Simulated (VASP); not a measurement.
Crystal: InSe5.

```
In Se
1.0
     6.48228    0.00000    0.00000
    -3.24114    5.61382    0.00000
     0.00000    0.00000    3.90152
In Se
1 5
Direct
  0.00000 0.00000 0.00000
  0.66667 0.33333 0.00000
  0.35809 0.00000 0.50000
  0.64191 0.64191 0.50000
  0.00000 0.35809 0.50000
  0.33333 0.66667 0.00000
```

```yaml
Program: VASP 6.6.1
Task: relaxation of cell and atoms
Functional: PBE
Potentials_or_basis: VASP PAW PBE potentials, release 64 (In_d, Se)
Cutoff: 600 eV
k_mesh: 6 × 6 × 10
Occupations: gaussian, width 0.1 eV
Spin: no spin polarisation
```

At the start: pressure -0.2 GPa; volume 23.66 Å³/atom.

Problem. Where does the relaxation end?

Solution. Over 8 steps the energy falls by 3.8 meV/atom and the volume is 23.85 Å³/atom (+0.8 %); space group P-62m (No. 189, to 0.05 Å).

Step by step:
| step | energy change (eV) | largest force (eV/Å) | pressure (GPa) | volume (Å³) |
| --- | --- | --- | --- | --- |
| 1 | 0.0000 | 0.0296 | -0.20 | 141.98 |
| 2 | -0.0125 | 0.0396 | 0.29 | 141.38 |
| 3 | -0.0161 | 0.0458 | 0.73 | 140.85 |
| 4 | -0.0225 | 0.0141 | 0.06 | 142.89 |
| 5 | -0.0225 | 0.0123 | 0.02 | 143.02 |
| 6 | -0.0225 | 0.0115 | 0.01 | 143.06 |
| 7 | -0.0226 | 0.0100 | -0.01 | 143.08 |
| 8 | -0.0226 | 0.0082 | -0.04 | 143.10 |

Final structure:
```cif
data_structure
_symmetry_space_group_name_H-M 'P 1'
_symmetry_Int_Tables_number 1
_cell_length_a 6.5816
_cell_length_b 6.5816
_cell_length_c 3.8147
_cell_angle_alpha 90.000
_cell_angle_beta 90.000
_cell_angle_gamma 120.000
_cell_volume 143.10
loop_
_atom_site_label
_atom_site_type_symbol
_atom_site_fract_x
_atom_site_fract_y
_atom_site_fract_z
_atom_site_occupancy
In1 In 0.00000 0.00000 0.00000 1
Se1 Se 0.66667 0.33333 0.00000 1
Se2 Se 0.35689 0.00000 0.50000 1
Se3 Se 0.64311 0.64311 0.50000 1
Se4 Se 0.00000 0.35689 0.50000 1
Se5 Se 0.33333 0.66667 0.00000 1
```
